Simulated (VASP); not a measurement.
A run of VASP 6.6.1 is set up as follows.

INCAR

```
ALGO = Fast
EDIFF = 1E-6
ENCUT = 520
GGA = PS
ISIF = 2
ISMEAR = 0
LASPH = T
LCHARG = T
LELF = T
LREAL = F
LVHAR = T
LWAVE = F
NBANDS = 11
NELM = 100
PREC = Accurate
SIGMA = 0.03
```

The input KPOINTS:

```
k-points
0
Gamma
  10 10 10
```

File POSCAR:

```
Sr
1.0
    0.0000000000      3.1640440000      2.9206560000
    3.1640440000      0.0000000000      2.9206560000
    3.1640440000      3.1640440000      0.0000000000
Sr
1
Direct
    0.0000000000      0.0000000000      0.0000000000
```

Potentials or basis: VASP PAW PBE potentials, release 64 (Sr_sv).

Command:

```console
$ cat potpaw_PBE.64/Sr_sv/POTCAR > POTCAR
$ mpirun -np 1 vasp_std > vasp.out
```

Problem. Predict the pressure.

Solution. -1.2 GPa.

Problem. What does it give for the band gap on the k mesh?

Solution. Zero (bands 5 and 6 overlap by 0.09 eV).

Stress tensor (GPa, compression positive):
```
-1.24  0.00  0.00
 0.00 -1.24  0.00
 0.00  0.00 -1.14
```

Caveat: the cell differs from its parent crystal (strain +0.040 along x and y, -0.040 along z); the PAW data sets were made with another functional, which shifts forces and pressure a little.
